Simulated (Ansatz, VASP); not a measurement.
## One calculation of VSi2, two programs

```
V Si
1.0
     3.61750    0.00000    0.00000
     0.00000    3.61750    0.00000
     0.00000    0.00000    5.51959
V Si
2 4
Direct
  0.00000 0.50000 0.70000
  0.50000 0.00000 0.30000
  0.00000 0.00000 0.00000
  0.50000 0.50000 0.00000
  0.00000 0.50000 0.27000
  0.50000 0.00000 0.73000
```

Alike in both runs: task single point; functional PBE; k mesh 6 × 6 × 4; occupations gaussian, width 0.1 eV; collinear spin.

|  | VASP | Ansatz |
| --- | --- | --- |
| version | VASP 6.6.1 | Ansatz 0.2.0 |
| potentials or method | VASP PAW PBE potentials, release 64 (V_sv, Si), cutoff 520 eV | scalar-relativistic, plane waves, PAW |
| valence electrons in the cell | 42 | 42 |

```csv
,VASP,Ansatz,Ansatz less VASP
gap on the k mesh at the Fermi level (eV),none,none,-
pressure (GPa),26.7,26.7,+0.07
"traceless stress, the component that is largest in VASP (GPa)",15.64,15.63,-0.005
rms of the force components (eV/Å),0.919,0.924,+0.0053
net moment per atom (μB),0.00,0.00,0.000
```

Atom by atom the forces differ by 0.008 eV/Å (rms over components). A gap of «none» marks a metal or a gap that the smearing closes. Ansatz's warnings: seeded moment not kept.
